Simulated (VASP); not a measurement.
Wanted: the native input for a VASP 6.6.1 run.

```yaml
Task: single point
Functional: PBE
Potentials_or_basis: VASP PAW PBE potentials, release 64 (Be, Al)
Cutoff: 520 eV
k_mesh: 8 × 8 × 8
Occupations: methfessel-paxton, width 0.1 eV
Spin: no spin polarisation
Dipole_correction: no
Further_INCAR_settings: ALGO = Normal; EDIFF = 1e-06; NBANDS = 14
```

The structure of BeAl3 lies in POSCAR:

```
BeAl3
1.0
   -1.9761225769      1.9761225769      3.9191885458
    1.9761225769     -1.9761225769      3.9191885458
    1.9761225769      1.9761225769     -3.9191885458
Be Al
1 3
Direct
    0.0000000000      0.0000000000      0.0000000000
    0.7500000000      0.2500000000      0.5000000000
    0.2500000000      0.7500000000      0.5000000000
    0.5000000000      0.5000000000      0.0000000000
```

These files were run (other wordings do the same):

INCAR

```
PREC = Accurate ; ENCUT = 520
EDIFF = 1E-6 ; ISMEAR = 1
SIGMA = 0.1 ; LREAL = F
LASPH = T ; NELM = 100
ALGO = Normal ; ISIF = 2
LWAVE = F ; LCHARG = F
GGA = PE ; NBANDS = 14
```

KPOINTS

```
Automatic mesh
0
Gamma
  8 8 8
```

Potentials or basis: VASP PAW PBE potentials, release 64 (Be, Al).

Launch:

```console
$ cat potpaw_PBE.64/Be/POTCAR potpaw_PBE.64/Al/POTCAR > POTCAR
$ mpirun -np 1 vasp_std > vasp.out
```

It gave:

The pressure is -3.5 GPa and the band gap on the k mesh is zero (an odd number of electrons rules out a gap without spin polarisation).

Caveat: the cell stands under tension.

It took 36 s on 1 thread of Intel(R) Xeon(R) Platinum 8488C (Sapphire Rapids), with other jobs on the host, peak memory 0.21 GiB.
